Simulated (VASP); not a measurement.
# AlN (P6_3/mmc) in VASP: further runs, part 2 of 2

VASP 6.6.1. The steps go on from the part before.

## (3) Single point, LDA

This run uses another cell than the first one, of 9.37 Å³/atom, 0.992 times its volume.

The input, INCAR:

```
SYSTEM = AlN
ALGO     = Normal         ! electronic algorithm
EDIFF    = 1E-6           ! SCF threshold, eV
ENCUT    = 520            ! plane-wave cutoff, eV
GGA      = CA             ! functional
ISIF     = 2              ! what is computed and relaxed
ISMEAR   = 0              ! smearing method
LASPH    = .True.         ! aspherical terms in the spheres
LCHARG   = .True.         ! write CHGCAR
LELF     = .True.         ! ELF
LREAL    = .False.        ! projectors in reciprocal space
LVHAR    = .True.       
LWAVE    = .False.        ! write WAVECAR
NBANDS   = 16             ! bands
NELM     = 100            ! most SCF steps
PREC     = Accurate       ! precision mode
SIGMA    = 0.01           ! smearing width, eV
```

The input, KPOINTS:

```
k-points
0
Gamma
  6 6 4
  0 0 0
```

The input, POSCAR:

```
AlN
1.0
    3.2596595960      0.0000000000      0.0000000000
   -1.6298297980      2.8229480178      0.0000000000
    0.0000000000      0.0000000000      4.0712514172
Al N
2 2
Direct
    0.3333333333      0.6666666667      0.7500000000
    0.6666666667      0.3333333333      0.2500000000
    0.3333333333      0.6666666667      0.2500000000
    0.6666666667      0.3333333333      0.7500000000
```

Potentials or basis: VASP PAW LDA potentials, release 64 (Al, N).

Run with:

```console
> cat potpaw_LDA.64/Al/POTCAR potpaw_LDA.64/N/POTCAR > POTCAR
> mpirun -np 1 vasp_std > vasp.out
```

Run time: 6.1 s. Hardware: 1 thread of Intel Xeon 6975P-C, shared host; peak memory 0.13 GiB.

The run converged. Its results:

| Property | Result |
| --- | --- |
| Free energy | -32.4718 eV |
| Pressure | 4.7 GPa |
| Band gap on the k mesh | 3.76 eV, direct |

Stress tensor (GPa, compression positive):
```
4.75 0.00 0.00
0.00 4.75 0.00
0.00 0.00 4.47
```

Levels at points of the mesh, in eV from the valence-band top:
```tsv
k point	band 6	band 7	band 8	band 9	band 10	band 11
(0.00, 0.00, 0.00)	-1.65	-1.65	0.00	3.76	4.74	8.34
(0.50, 0.00, 0.00)	-4.30	-3.07	-1.41	3.89	7.28	7.68
(0.00, 0.00, 0.50)	-2.59	-2.59	-2.59	5.98	5.98	8.49
(0.50, 0.00, 0.50)	-3.39	-1.82	-1.82	5.21	5.21	9.81
```

## (4) Single point, LDA

This run uses another cell than the first one, of 9.29 Å³/atom, 0.983 times its volume.

The input, INCAR:

```
ALGO     = Normal         # electronic algorithm
EDIFF    = 1E-6           # SCF threshold, eV
ENCUT    = 520            # plane-wave cutoff, eV
ISIF     = 2              # what is computed and relaxed
ISMEAR   = 0              # smearing method
LASPH    = True           # aspherical terms in the spheres
LCHARG   = True           # write CHGCAR
LELF     = True           # ELF
LREAL    = False          # projectors in reciprocal space
LVHAR    = True         
LWAVE    = False          # write WAVECAR
NBANDS   = 16             # bands
NELM     = 60             # most SCF steps
PREC     = Accurate       # precision mode
SIGMA    = 0.01           # smearing width, eV
```

The input, KPOINTS:

```
k-points
0
Gamma
  6 6 4
```

The input, POSCAR:

```
AlN
1.0
    3.2518963985      0.0000000000      0.0000000000
   -1.6259481993      2.8162248916      0.0000000000
    0.0000000000      0.0000000000      4.0573150705
Al N
2 2
Direct
    0.3333333333      0.6666666667      0.7500000000
    0.6666666667      0.3333333333      0.2500000000
    0.3333333333      0.6666666667      0.2500000000
    0.6666666667      0.3333333333      0.7500000000
```

Run with:

```console
> cat potpaw_LDA.64/Al/POTCAR potpaw_LDA.64/N/POTCAR > POTCAR
> mpirun -np 1 vasp_std > vasp.out
```

Wall time 5.2 s (1 thread of Intel Xeon 6975P-C, shared host); peak memory 0.13 GiB.

Results (log left out):

```
Free energy            : -32.4608 eV
Pressure               : 6.7 GPa
Band gap on the k mesh : 3.82 eV, direct
```

Stress tensor (GPa, compression positive):
```
6.77 0.00 0.00
0.00 6.77 0.00
0.00 0.00 6.49
```

Levels at points of the mesh, in eV from the valence-band top:
```
           k point  band 6  band 7  band 8  band 9  band 10  band 11
(0.00, 0.00, 0.00)   -1.67   -1.67    0.00    3.82     4.80     8.39
(0.50, 0.00, 0.00)   -4.30   -3.10   -1.41    3.91     7.30     7.76
(0.00, 0.00, 0.50)   -2.61   -2.61   -2.61    6.03     6.03     8.52
(0.50, 0.00, 0.50)   -3.41   -1.83   -1.83    5.24     5.24     9.90
```

A k mesh can miss the band edges.

## (5) Relaxation of cell and atoms, LDA

This run uses another cell than the first one, of 9.95 Å³/atom, 1.053 times its volume.

The input, INCAR:

```
PREC = Accurate ; ENCUT = 600
EDIFF = 1E-6 ; ISMEAR = 0
SIGMA = 0.01 ; LREAL = F
LASPH = T ; NELM = 100
ALGO = Normal ; ISIF = 3
LWAVE = F ; LCHARG = F
GGA = CA ; IBRION = 2
NSW = 80 ; EDIFFG = -0.01
```

The input, KPOINTS:

```
Automatic mesh
0
Gamma
  6 6 4
```

The input, POSCAR:

```
AlN
1.0
    3.3121157400      0.0000000000      0.0000000000
   -1.6560578700      2.8683763711      0.0000000000
    0.0000000000      0.0000000000      4.1875630000
Al N
2 2
Direct
    0.3333333333      0.6666666667      0.7500000000
    0.6666666667      0.3333333333      0.2500000000
    0.3333333333      0.6666666667      0.2500000000
    0.6666666667      0.3333333333      0.7500000000
```

Potentials or basis: VASP PAW LDA potentials, release 64 (Al, N).

Run with:

```console
> cat potpaw_LDA.64/Al/POTCAR potpaw_LDA.64/N/POTCAR > POTCAR
> mpirun -np 1 vasp_std > vasp.out
```

OUTCAR:

```text
PREC = Accurate
   ENCUT = 600
   EDIFF = 1E-6
   ISMEAR = 0
   LREAL = F
   LASPH = T
   NELM = 100
   ISIF = 3
   GGA = CA
   IBRION = 2
   NSW = 80
   EDIFFG = -0.01

 ion  position               nearest neighbor table
   1  0.333  0.667  0.750-   4 1.91   4 1.91   4 1.91   3 2.09   3 2.09   2 2.84   2 2.84   2 2.84
                             2 2.84   2 2.84   2 2.84
   2  0.667  0.333  0.250-   3 1.91   3 1.91   3 1.91   4 2.09   4 2.09   1 2.84   1 2.84   1 2.84
                             1 2.84   1 2.84   1 2.84
   3  0.333  0.667  0.250-   2 1.91   2 1.91   2 1.91   1 2.09   1 2.09
   4  0.667  0.333  0.750-   1 1.91   1 1.91   1 1.91   2 2.09   2 2.09

  LATTYP: Found a hexagonal cell.
 ALAT       =     3.3121157400
 C/A-ratio  =     1.2643166268
[... 192 lines left out ...]
  -------------------------------------------------------------------------------------
  Total       -2.0286208     -2.0286208     -2.1447759      0.0000000      0.0000000     -0.0000000
  in kB      -81.6974415    -81.6974415    -86.3752899      0.0000000      0.0000000     -0.0000000
  external PRESSURE =     -83.2567243 kB  Pullay stress =       0.0000000 kB
[... 291 lines left out ...]
--------------------------------------- Ionic step        9  -------------------------------------------

 number of electron      16.0000002 magnetization

 Free energy of the ion-electron system (eV)
  ---------------------------------------------------
  ext. energy  EPLUGINS =         0.00000000
  ---------------------------------------------------
  free energy    TOTEN  =       -32.48606920 eV

  energy without entropy =      -32.48606920  energy(sigma->0) =      -32.48606920

 E-fermi :   8.1599     XC(G=0): -11.6673

 val. band max:        8.1074520883   @ k =   0.0000   0.0000   0.0000
 cond. band min:      11.7215876700   @ k =   0.0000   0.0000   0.0000
 fundamental gap:      3.6141355817
 Fermi energy:         8.1598759856

 k-point     1 :       0.0000    0.0000    0.0000
  band No.  band energies     occupation
      1      -8.8066      2.00000
      2      -4.8127      2.00000
      3       1.0161      2.00000
      4       4.7227      2.00000
      5       4.7227      2.00000
      6       6.4842      2.00000
      7       6.4842      2.00000
      8       8.1075      2.00000
      9      11.7216      0.00000
     10      12.6832      0.00000
     11      16.3513      0.00000
     12      16.3513      0.00000
[... 329 lines left out ...]
  FREE ENERGIE OF THE ION-ELECTRON SYSTEM (eV)
  ---------------------------------------------------
  free  energy   TOTEN  =       -32.4860691961 eV

  energy  without entropy=      -32.4860691961  energy(sigma->0) =      -32.48606920

 reached required accuracy - stopping structural energy minimisation
```

It took 35 s on 1 thread of Intel Xeon 6975P-C, shared host; peak memory 0.15 GiB.

What came out:

```yaml
Free_energy: -32.4861 eV
Relaxed_volume: 9.55 Å³/atom
Relaxed_cell: a = 3.279 Å, b = 3.279 Å, c = 4.102 Å, α = 90.00°, β = 90.00°, γ = 120.00°
Space_group_after_relaxing_to_0.05_Å: P6_3/mmc (No. 194)
Energy_gained_by_relaxing: 10.8 meV/atom
Ionic_steps: 9
Pressure_after_relaxing: 0.0 GPa
Band_gap_on_the_k_mesh: 3.61 eV, direct
```

The path:
```csv
step,energy change (eV),largest force (eV/Å),pressure (GPa),volume (Å³)
1,0.0000,0.0000,-8.33,39.78
2,-0.0057,0.0000,8.75,36.88
3,-0.0414,0.0000,-0.04,38.24
4,-0.0414,0.0000,0.15,38.21
5,-0.0428,0.0000,0.15,38.18
6,-0.0431,0.0000,0.18,38.16
7,-0.0431,0.0000,0.18,38.16
8,-0.0431,0.0000,-0.18,38.22
9,-0.0431,0.0000,0.00,38.19
```

Final structure:
```
Al N
1.0
     3.27901    0.00000    0.00000
    -1.63950    2.83970    0.00000
     0.00000    0.00000    4.10176
Al N
2 2
Direct
  0.33333 0.66667 0.75000
  0.66667 0.33333 0.25000
  0.33333 0.66667 0.25000
  0.66667 0.33333 0.75000
```

A k mesh can miss the band edges. A hybrid or GW would open this gap; LDA tends to underestimate it.

## (6) The runs side by side

| task | cell | cutoff (eV) | gap on the mesh (eV) | pressure (GPa) |
| --- | --- | --- | --- | --- |
| single point | a = 3.268, b = 3.268, c = 4.086 Å, angles 90.0, 90.0, 120.0°, 4 atoms | 520 | 3.69 | 2.6 |
| single point | a = 3.260, b = 3.260, c = 4.071 Å, angles 90.0, 90.0, 120.0°, 4 atoms | 520 | 3.76 | 4.7 |
| single point | a = 3.252, b = 3.252, c = 4.057 Å, angles 90.0, 90.0, 120.0°, 4 atoms | 520 | 3.82 | 6.7 |
| relaxation of cell and atoms | relaxed from a = 3.312, b = 3.312, c = 4.188 Å, angles 90.0, 90.0, 120.0°, 4 atoms | 600 | 3.61 | 0.0 |

Alike in all rows: level LDA; potentials or basis VASP PAW LDA potentials, release 64 (Al, N); no spin polarisation; k mesh 6 × 6 × 4; smearing gaussian 0.01 eV.

Total energies depend on the potentials used, so only differences within one code and one set of settings carry meaning.
